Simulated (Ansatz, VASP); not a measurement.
This is a calculation of Pb for VASP 6.6.1.

The input POSCAR:

```
Pb
1.0
    0.0000000000      2.4750200000      2.4750200000
    2.4750200000      0.0000000000      2.4750200000
    2.4750200000      2.4750200000      0.0000000000
Pb
1
Direct
    0.0000000000      0.0000000000      0.0000000000
```

INCAR.step1

```
SYSTEM = Pb
PREC = Accurate
ENCUT = 520
EDIFF = 1E-5
ISMEAR = -1
SIGMA = 0.05
LREAL = .False.
LASPH = .True.
NELM = 80
ALGO = Normal
ISIF = 2
LWAVE = .True.
GGA = PE
NBANDS = 13
```

INCAR.step2

```
SYSTEM = Pb
PREC = Accurate
ENCUT = 520
EDIFF = 1E-6
ISMEAR = -1
SIGMA = 0.05
LREAL = .False.
LASPH = .True.
NELM = 80
ALGO = Normal
ISIF = 2
LWAVE = .False.
LCHARG = .True.
GGA = PS
LHFCALC = .True.
AEXX = 0.25
PRECFOCK = Normal
LELF = .True.
LVHAR = .True.
ISTART = 1
NBANDS = 13
```

KPOINTS

```
regular mesh
0
Gamma
  5 5 5
  0 0 0
```

Potentials or basis: VASP PAW PBE potentials, release 64 (Pb_d).

The run is started by

```sh
$ cat potpaw_PBE.64/Pb_d/POTCAR > POTCAR
$ cp INCAR.step1 INCAR
$ mpirun -np 1 vasp_std > vasp.out
$ cp INCAR.step2 INCAR
$ mpirun -np 1 vasp_std > vasp.out
```

Set up the same calculation for Ansatz 0.2.0. Potentials there: Ansatz PAW.

As run (the cutoff follows the program's own potentials):

Contents of input.yaml:

```yaml
crystal:
  lattice:
    - [0.0, 2.47502, 2.47502]
    - [2.47502, 0.0, 2.47502]
    - [2.47502, 2.47502, 0.0]
  atoms:
    - { symbol: Pb, position: [0.0, 0.0, 0.0] }
hamiltonian:
  xc: { exchange: pbesol, correlation: pbesol, exx: { coeff: 0.25 } }
  pseudopotentials: { kind: paw }
kpoints:
  mp_grid: { grid: [5, 5, 5] }
scf:
  occupations: { method: fermi_dirac, width: 0.05 }
output:
  forces: true
  stress: true
  eigenvalues: true
```

Potentials or basis: Ansatz PAW.

Command:

```console
$ ansatz run input.yaml --threads 2 --pin off --max-ram 5632MiB --backend cpu --events-out ev --progress --plain --runs-dir out
```

Both were run:

|  | VASP | Ansatz | Ansatz less VASP |
| --- | --- | --- | --- |
| gap on the k mesh at the Fermi level (eV) | none | none | - |
| pressure (GPa) | -1.9 | -1.6 | +0.31 |

VASP's potentials were made for PBE, not for PBEsol-based global hybrid. A gap of «none» marks a metal or a gap that the smearing closes.

The k mesh is coarse, so the values compare programs but aren't converged. Neither program's run includes spin-orbit coupling.
